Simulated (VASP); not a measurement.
# CsPbBr3 (Pm-3m) in VASP: single point with PBEsol

Aim: the single point of CsPbBr3 with PBEsol.

Everything below comes from runs of VASP 6.6.1. Logs are shortened: lines on timing, memory, paths and dates and some standing lists are left out, and cuts for length are marked.

## Step 1: The cell of the first run

Symmetry: Pm-3m, No. 221, cubic system. Conventional cell: a = 5.873 Å, b = 5.873 Å, c = 5.873 Å, α = 90.00°, β = 90.00°, γ = 90.00°. Within 5.4 Å of Cs (site symmetry m-3m) lie 12 Br at 4.15 Å and 8 Pb at 5.09 Å. Pb (site symmetry m-3m) has 6 Br at 2.94 Å within 3.9 Å. Br (site symmetry 4/mmm) has 2 Pb at 2.94 Å within 3.9 Å.

## Step 2: Single point, PBEsol

Contents of INCAR:

```
  PREC = Accurate
  ENCUT = 520
  EDIFF = 1E-6
  ISMEAR = 0
  SIGMA = 0.02
  LREAL = F
  LASPH = T
  NELM = 80
  ALGO = Normal
  ISIF = 2
  LWAVE = F
  LCHARG = F
  GGA = PS
  NBANDS = 30
```

Contents of KPOINTS:

```
regular mesh
0
Gamma
  6 6 6
```

Contents of POSCAR:

```
CsPbBr3
1.0
    5.8725630096      0.0000000000      0.0000000000
    0.0000000000      5.8725630096      0.0000000000
    0.0000000000      0.0000000000      5.8725630096
Cs Pb Br
1 1 3
Direct
    0.0000000000      0.0000000000      0.0000000000
    0.5000000000      0.5000000000      0.5000000000
    0.0000000000      0.5000000000      0.5000000000
    0.5000000000      0.0000000000      0.5000000000
    0.5000000000      0.5000000000      0.0000000000
```

Potentials or basis: VASP PAW PBE potentials, release 64 (Cs_sv, Pb_d, Br).

Started as:

```
$ cat potpaw_PBE.64/Cs_sv/POTCAR potpaw_PBE.64/Pb_d/POTCAR potpaw_PBE.64/Br/POTCAR > POTCAR
$ mpirun -np 1 vasp_std > vasp.out
```

OUTCAR:

```text
PREC = Accurate
   ENCUT = 520
   EDIFF = 1E-6
   ISMEAR = 0
   LREAL = F
   LASPH = T
   NELM = 80
   ISIF = 2
   GGA = PS

 ion  position               nearest neighbor table
   1  0.000  0.000  0.000-
   2  0.500  0.500  0.500-   3 2.94   4 2.94   5 2.94   5 2.94   4 2.94   3 2.94
   3  0.000  0.500  0.500-   2 2.94   2 2.94
   4  0.500  0.000  0.500-   2 2.94   2 2.94
   5  0.500  0.500  0.000-   2 2.94   2 2.94

  LATTYP: Found a simple cubic cell.
 ALAT       =     5.8725630096

  Lattice vectors:

 A1 = (   5.8725630096,   0.0000000000,   0.0000000000)
 A2 = (   0.0000000000,   5.8725630096,   0.0000000000)
 A3 = (   0.0000000000,   0.0000000000,   5.8725630096)

Analysis of symmetry for initial positions (statically):
=====================================================================
 Subroutine PRICEL returns:
 Original cell was already a primitive cell.

 Routine SETGRP: Setting up the symmetry group for a
 simple cubic supercell.

 Subroutine GETGRP returns: Found 48 space group operations
 (whereof 48 operations were pure point group operations)
 out of a pool of 48 trial point group operations.

The static configuration has the point symmetry O_h .

Analysis of symmetry for dynamics (positions and initial velocities):
=====================================================================
 Subroutine PRICEL returns:
 Original cell was already a primitive cell.

 Routine SETGRP: Setting up the symmetry group for a
 simple cubic supercell.

 Subroutine GETGRP returns: Found 48 space group operations
 (whereof 48 operations were pure point group operations)
 out of a pool of 48 trial point group operations.

The dynamic configuration has the point symmetry O_h .

 Subroutine INISYM returns: Found 48 space group operations
 (whereof 48 operations are pure point group operations),
 and found     1 'primitive' translations

----------------------------------------------------------------------------------------

                                     Primitive cell

  volume of cell :     202.5271

  direct lattice vectors                    reciprocal lattice vectors
     5.872563010  0.000000000  0.000000000     0.170283401  0.000000000  0.000000000
     0.000000000  5.872563010  0.000000000     0.000000000  0.170283401  0.000000000
     0.000000000  0.000000000  5.872563010     0.000000000  0.000000000  0.170283401

  length of vectors
     5.872563010  5.872563010  5.872563010     0.170283401  0.170283401  0.170283401

  position of ions in fractional coordinates (direct lattice)
     0.000000000  0.000000000  0.000000000
     0.500000000  0.500000000  0.500000000
     0.000000000  0.500000000  0.500000000
     0.500000000  0.000000000  0.500000000
     0.500000000  0.500000000  0.000000000

  ion indices of the primitive-cell ions
   primitive index   ion index
                 1           1
                 2           2
                 3           3
                 4           4
                 5           5

----------------------------------------------------------------------------------------

 KPOINTS: regular mesh

Automatic generation of k-mesh.
 Grid dimensions read from file:
 generate k-points for:    6    6    6

 Generating k-lattice:

  Cartesian coordinates                     Fractional coordinates (reciprocal lattice)
     0.028380567  0.000000000  0.000000000     0.166666667  0.000000000  0.000000000
     0.000000000  0.028380567  0.000000000     0.000000000  0.166666667  0.000000000
     0.000000000  0.000000000  0.028380567     0.000000000  0.000000000  0.166666667

  Length of vectors
     0.028380567  0.028380567  0.028380567

  Shift w.r.t. Gamma in fractional coordinates (k-lattice)
     0.000000000  0.000000000  0.000000000

 Subroutine IBZKPT returns following result:
 ===========================================

 Found     20 irreducible k-points:

 Following reciprocal coordinates:
            Coordinates               Weight
  0.000000  0.000000  0.000000      1.000000
  0.166667  0.000000  0.000000      6.000000
  0.333333  0.000000  0.000000      6.000000
  0.500000  0.000000  0.000000      3.000000
  0.166667  0.166667  0.000000     12.000000
  0.333333  0.166667  0.000000     24.000000
[... 12 lines left out ...]
  0.500000  0.500000  0.333333      6.000000
  0.500000  0.500000  0.500000      1.000000
   k-points           NKPTS =     20   k-points in BZ     NKDIM =     20   number of bands    NBANDS=     30
   number of dos      NEDOS =    301   number of ions     NIONS =      5
   total plane-waves  NPLWV = 110592
   dimension x,y,z NGX =    48 NGY =   48 NGZ =   48
   dimension x,y,z NGXF=    96 NGYF=   96 NGZF=   96
   ions per type =               1   1   3
   NGX,Y,Z   is equivalent  to a cutoff of  13.59, 13.59, 13.59 a.u.
   NGXF,Y,Z  is equivalent  to a cutoff of  27.18, 27.18, 27.18 a.u.
 SYSTEM =  unknown system
   PREC   = accura    normal or accurate (medium, high low for compatibility)
   ISTART =      0    job   : 0-new  1-cont  2-samecut
   ICHARG =      2    charge: 1-file 2-atom 10-const
   ISPIN  =      1    spin polarized calculation?
   LNONCOLLINEAR =      F non collinear calculations
   LSORBIT =      F    spin-orbit coupling
   LASPH  =      T    aspherical Exc in radial PAW
   ENCUT  =  520.0 eV  38.22 Ry    6.18 a.u.  10.92 10.92 10.92*2*pi/ulx,y,z
   NELM   =     80;   NELMIN=  2; NELMDL= -5     # of ELM steps
   EDIFF  = 0.1E-05   stopping-criterion for ELM
   LREAL  =      F    real-space projection
   EDIFFG = 0.1E-04   stopping-criterion for IOM
   NSW    =      0    number of steps for IOM
   IBRION =     -1    ionic relax: 0-MD 1-quasi-New 2-CG
   NFREE  =      0    steps in history (QN), initial steepest desc. (CG)
   ISIF   =      2    stress and relaxation
   ISYM   =      2    0-nonsym 1-usesym 2-fastsym
   POTIM  = 0.5000    time-step for ionic-motion
   TEBEG  =    0.0;   TEEND  =   0.0 temperature during run
   PSTRESS=    0.0 pullay stress
   NELECT =      44.0000    total number of electrons
   NUPDOWN=      -1.0000    fix difference up-down
   EMIN   =  10.00;   EMAX   =-10.00  energy-range for DOS
   EFERMI =   0.00;   METHOD = LEGACY
   ISMEAR =     0;   SIGMA  =   0.02  broadening in eV -4-tet -1-fermi 0-gaus
   EFERMI_NEDOS =   21; number of points for ismear=-14 and -15
   IALGO  =     38    algorithm
   IMIX   =      4    mixing-type and parameters
     AMIX     =   0.40;   BMIX     =  1.00
     AMIX_MAG =   1.60;   BMIX_MAG =  1.00
  volume/ion in A,a.u.               =      40.51       273.34
  Fermi-wavevector in a.u.,A,eV,Ry     =   0.984158  1.859788 13.178146  0.968566
  Thomas-Fermi vector in A             =   2.115370
   LORBIT       =      0    0 simple, 1 ext, 2 COOP (PROOUT), +10 PAW based schemes
   GGA     = PS    functional components
   LHFCALC =     F    Hartree Fock is set to
   AEXX    =    0.0000 exact exchange contribution
   IVDW    =     0    specifies the selected vdW correction
   LEPSILON=     F    determine dielectric tensor
   LRPA    =     F    only Hartree local field effects (RPA)
 non-spin polarized calculation
 Gauss-broadening in eV      SIGMA  =   0.02
  energy-cutoff  :      520.00
  volume of cell :      202.53
 maximum number of plane-waves:      5520
 NGX is ok and might be reduce to    48
   NGX = 21   NGY = 21   NGZ = 21

 number of electron      44.0000000 magnetization

 Free energy of the ion-electron system (eV)
  ---------------------------------------------------
  ext. energy  EPLUGINS =         0.00000000
  ---------------------------------------------------
  free energy    TOTEN  =       -16.80754915 eV

  energy without entropy =      -16.80754915  energy(sigma->0) =      -16.80754915

 E-fermi :   1.3143     XC(G=0):  -7.8121

 val. band max:        1.1906436838   @ k =   0.5000   0.5000   0.5000
 cond. band min:       2.6235705740   @ k =   0.5000   0.5000   0.5000
 fundamental gap:      1.4329268902
 Fermi energy:         1.3143463036

 k-point     1 :       0.0000    0.0000    0.0000
  band No.  band energies     occupation
      1     -20.2565      2.00000
      2     -15.6273      2.00000
      3     -15.6273      2.00000
      4     -15.4566      2.00000
      5     -15.4566      2.00000
      6     -15.4566      2.00000
[... 22 lines left out ...]
     29       7.1387      0.00000
     30       7.1387      0.00000

 k-point     2 :       0.1667    0.0000    0.0000
  band No.  band energies     occupation
      1     -20.2563      2.00000
      2     -15.6273      2.00000
      3     -15.6109      2.00000
      4     -15.4568      2.00000
      5     -15.4568      2.00000
      6     -15.4566      2.00000
[... 22 lines left out ...]
     29       6.2616      0.00000
     30       7.0884      0.00000

 k-point     3 :       0.3333    0.0000    0.0000
  band No.  band energies     occupation
      1     -20.2557      2.00000
      2     -15.6272      2.00000
      3     -15.5775      2.00000
      4     -15.4573      2.00000
      5     -15.4573      2.00000
      6     -15.4566      2.00000
[... 22 lines left out ...]
     29       6.3768      0.00000
     30       7.2454      0.00000

 k-point     4 :       0.5000    0.0000    0.0000
  band No.  band energies     occupation
      1     -20.2554      2.00000
      2     -15.6272      2.00000
      3     -15.5604      2.00000
      4     -15.4576      2.00000
      5     -15.4576      2.00000
      6     -15.4565      2.00000
[... 484 lines left out ...]
     29       6.6092      0.00000
     30       7.1577      0.00000

 k-point    19 :       0.5000    0.5000    0.3333
  band No.  band energies     occupation
      1     -20.2539      2.00000
      2     -15.5392      2.00000
      3     -15.5195      2.00000
      4     -15.4587      2.00000
      5     -15.4584      2.00000
      6     -15.4584      2.00000
[... 22 lines left out ...]
     29       6.4374      0.00000
     30       7.3221      0.00000

 k-point    20 :       0.5000    0.5000    0.5000
  band No.  band energies     occupation
      1     -20.2537      2.00000
      2     -15.5195      2.00000
      3     -15.5195      2.00000
      4     -15.4587      2.00000
      5     -15.4587      2.00000
      6     -15.4587      2.00000
[... 22 lines left out ...]
     29       6.3190      0.00000
     30       7.5748      0.00000

------------------------ aborting loop because EDIFF is reached ----------------------------------------

  FORCE on cell =-STRESS in cart. coord.  units (eV):
  Direction    XX          YY          ZZ          XY          YZ          ZX
  --------------------------------------------------------------------------------------
  -------------------------------------------------------------------------------------
  Total       -0.0104814     -0.0104814     -0.0104814      0.0000000      0.0000000     -0.0000000
  in kB       -0.0829177     -0.0829177     -0.0829177      0.0000000      0.0000000     -0.0000000
  external PRESSURE =      -0.0829177 kB  Pullay stress =       0.0000000 kB

 VOLUME and BASIS-vectors are now :
 -----------------------------------------------------------------------------
  energy-cutoff  :      520.00
  volume of cell :      202.53
      direct lattice vectors                 reciprocal lattice vectors
     5.872563010  0.000000000  0.000000000     0.170283401  0.000000000  0.000000000
     0.000000000  5.872563010  0.000000000     0.000000000  0.170283401  0.000000000
     0.000000000  0.000000000  5.872563010     0.000000000  0.000000000  0.170283401

 POSITION                                       TOTAL-FORCE (eV/Angst)
 -----------------------------------------------------------------------------------
      0.00000      0.00000      0.00000         0.000000      0.000000      0.000000
      2.93628      2.93628      2.93628         0.000000      0.000000      0.000000
      0.00000      2.93628      2.93628         0.000000      0.000000      0.000000
      2.93628      0.00000      2.93628         0.000000      0.000000      0.000000
      2.93628      2.93628      0.00000         0.000000      0.000000      0.000000
 -----------------------------------------------------------------------------------
    total drift:                                0.000000     -0.000000     -0.000000

  FREE ENERGIE OF THE ION-ELECTRON SYSTEM (eV)
  ---------------------------------------------------
  free  energy   TOTEN  =       -16.8075491523 eV

  energy  without entropy=      -16.8075491523  energy(sigma->0) =      -16.80754915
```

Run time: 1.8 min. Hardware: 1 thread of Intel Xeon Platinum 8259CL at 2.50GHz (Skylake/Cascade Lake), shared host; peak memory 0.39 GiB.

Results:

```yaml
Free_energy: -16.8075 eV
Pressure: 0.0 GPa
Band_gap_on_the_k_mesh: 1.43 eV, direct
```

Caveat: the PAW data sets were made with another functional, which shifts forces and pressure a little; spin-orbit coupling is left out, which moves the levels of the heavy elements. A k mesh can miss the band edges.
